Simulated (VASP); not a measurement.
Here is a VASP 6.6.1 calculation.

Contents of POSCAR:

```
PbSe
1.0
    3.7843200000      0.0000000000      0.0000000000
    0.0000000000      3.7843200000      0.0000000000
    0.0000000000      0.0000000000      3.7843200000
Pb Se
1 1
Direct
    0.0000000000      0.0000000000      0.0000000000
    0.5000000000      0.5000000000      0.5000000000
```

File INCAR.step1:

```
  ALGO = Normal
  EDIFF = 1E-5
  ENCUT = 550
  GGA = PE
  GGA_COMPAT = F
  ISMEAR = -1
  LASPH = T
  LCHARG = F
  LREAL = F
  LWAVE = T
  NBANDS = 17
  NELM = 120
  PREC = Accurate
  SIGMA = 0.05
```

Contents of INCAR.step2:

```
  ALGO = Normal
  EDIFF = 1E-6
  ENCUT = 550
  GGA_COMPAT = F
  ISIF = 2
  ISMEAR = -1
  ISTART = 1
  LASPH = T
  LCHARG = T
  LELF = T
  LMIXTAU = T
  LREAL = F
  LVHAR = T
  LWAVE = F
  METAGGA = R2SCAN
  NBANDS = 17
  NELM = 120
  PREC = Accurate
  SIGMA = 0.05
```

KPOINTS

```
Automatic mesh
0
Gamma
  3 3 3
  0.5 0.5 0.5
```

Potentials or basis: VASP PAW PBE potentials, release 64 (Pb_d, Se).

Command:

```console
$ cat potpaw_PBE.64/Pb_d/POTCAR potpaw_PBE.64/Se/POTCAR > POTCAR
$ cp INCAR.step1 INCAR
$ mpirun -np 1 vasp_std > vasp.out
$ cp INCAR.step2 INCAR
$ mpirun -np 1 vasp_std > vasp.out
```

Problem. Estimate the pressure.

Solution. -2.7 GPa.

Problem. What does it give for the band gap on the k mesh?

Solution. Zero (bands 10 and 11 overlap by 0.35 eV).

Caveat: the k points lie up to 0.55 Å⁻¹ apart; semilocal functionals underestimate gaps, and a narrow one can read as zero; the PAW data sets were made with another functional, which shifts forces and pressure a little; spin-orbit coupling is left out, which moves the levels of the heavy elements.
